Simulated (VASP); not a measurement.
A run of VASP 6.6.1 is set up as follows.

File INCAR:

```
SYSTEM = NbCd3
ALGO     = Fast           ! electronic algorithm
EDIFF    = 1E-7           ! SCF threshold, eV
EDIFFG   = -0.01          ! ionic threshold
ENCUT    = 600            ! plane-wave cutoff, eV
GGA      = PE             ! functional
IBRION   = 2              ! ionic algorithm
ISIF     = 3              ! what is computed and relaxed
ISMEAR   = 0              ! smearing method
LASPH    = .TRUE.         ! aspherical terms in the spheres
LCHARG   = .FALSE.        ! write CHGCAR
LREAL    = .FALSE.        ! projectors in reciprocal space
LWAVE    = .FALSE.        ! write WAVECAR
NELM     = 60             ! most SCF steps
NSW      = 100            ! ionic steps
PREC     = Accurate       ! precision mode
SIGMA    = 0.1            ! smearing width, eV
```

KPOINTS

```
k-points
0
G
  12 12 12
  0 0 0
```

The input POSCAR:

```
NbCd3
1.0
    4.3082562829      0.0000000000      0.0000000000
    0.0000000000      4.3082562829      0.0000000000
    0.0000000000      0.0000000000      4.3082562829
Nb Cd
1 3
Direct
    0.0000000000      0.0000000000      0.0000000000
    0.0000000000      0.5000000000      0.5000000000
    0.5000000000      0.0000000000      0.5000000000
    0.5000000000      0.5000000000      0.0000000000
```

Potentials or basis: VASP PAW PBE potentials, release 64 (Nb_sv, Cd).

The run is started by

```sh
$ cat potpaw_PBE.64/Nb_sv/POTCAR potpaw_PBE.64/Cd/POTCAR > POTCAR
$ mpirun -np 1 vasp_std > vasp.out
```

**Question.** What does it give for the band gap on the k mesh?

**Answer.** Zero (an odd number of electrons rules out a gap without spin polarisation).

**Question.** What does it give for the relaxed cell?

**Answer.** a = 4.311 Å, b = 4.311 Å, c = 4.311 Å, α = 90.00°, β = 90.00°, γ = 90.00°.

Step by step:
| step | energy change (eV) | largest force (eV/Å) | pressure (GPa) | volume (Å³) |
| --- | --- | --- | --- | --- |
| 1 | 0.0000 | 0.0000 | 0.22 | 79.97 |
| 2 | -0.0001 | 0.0000 | -0.15 | 80.28 |
| 3 | -0.0001 | 0.0000 | 0.01 | 80.14 |
